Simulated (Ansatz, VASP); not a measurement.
**Zr in VASP and in Ansatz**

```
CELL_PARAMETERS angstrom
3.23168 0.00000 0.00000
-1.61584 2.79871 0.00000
0.00000 0.00000 5.17150
ATOMIC_POSITIONS crystal
Zr 0.33333 0.66667 0.25000
Zr 0.66667 0.33333 0.75000
```

Alike in both runs: functional PBE; k mesh 21 × 21 × 12; occupations gaussian, width 0.1 eV; no spin polarisation.

Ansatz relaxed the structure, and its values are those at the end. VASP's run is a single point on that final structure, the one shown.

|  | VASP | Ansatz |
| --- | --- | --- |
| version | VASP 6.6.1 | Ansatz 0.2.0 |
| potentials or method | VASP PAW PBE potentials, release 64 (Zr_sv), cutoff 500 eV | scalar-relativistic, plane waves, PAW |
| valence electrons in the cell | 24 | 24 |

Ansatz gave:

* gap on the k mesh at the Fermi level (eV): none
* pressure (GPa): 0.0

**Question.** What did VASP give for the same quantities?

**Answer.** gap on the k mesh at the Fermi level (eV): none; pressure (GPa): 0.1.

A gap of «none» marks a metal or a gap that the smearing closes.
